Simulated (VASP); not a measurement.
Crystal: Hf.

```
Hf
1.0
    -1.80500    1.80500    1.80500
     1.80500   -1.80500    1.80500
     1.80500    1.80500   -1.80500
Hf
1
Direct
  0.00000 0.00000 0.00000
```

- Program: VASP 6.6.1
- Task: relaxation of cell and atoms
- Functional: PBE
- Potentials or basis: VASP PAW PBE potentials, release 64 (Hf_pv)
- Cutoff: 600 eV
- k mesh: 16 × 16 × 16
- Occupations: gaussian, width 0.1 eV
- Spin: no spin polarisation

At the start: pressure -5.4 GPa; volume 23.52 Å³/atom.

Question: Where does the relaxation end?

Answer: Over 6 steps the energy falls by 23.4 meV/atom and the volume is 22.19 Å³/atom (-5.6 %); space group Im-3m (No. 229, to 0.05 Å).

The path:
```csv
step,energy change (eV),largest force (eV/Å),pressure (GPa),volume (Å³)
1,0.0000,0.0000,-5.38,23.52
2,0.0015,0.0000,6.62,20.93
3,-0.0234,0.0000,-0.05,22.21
4,-0.0234,0.0000,0.06,22.18
5,-0.0234,0.0000,-0.05,22.20
6,-0.0234,0.0000,0.00,22.19
```

Final structure:
```yaml
crystal:
  lattice:
    - [-1.77035, 1.77035, 1.77035]
    - [1.77035, -1.77035, 1.77035]
    - [1.77035, 1.77035, -1.77035]
  atoms:
    - { symbol: Hf, position: [0.00000, 0.00000, 0.00000] }
```
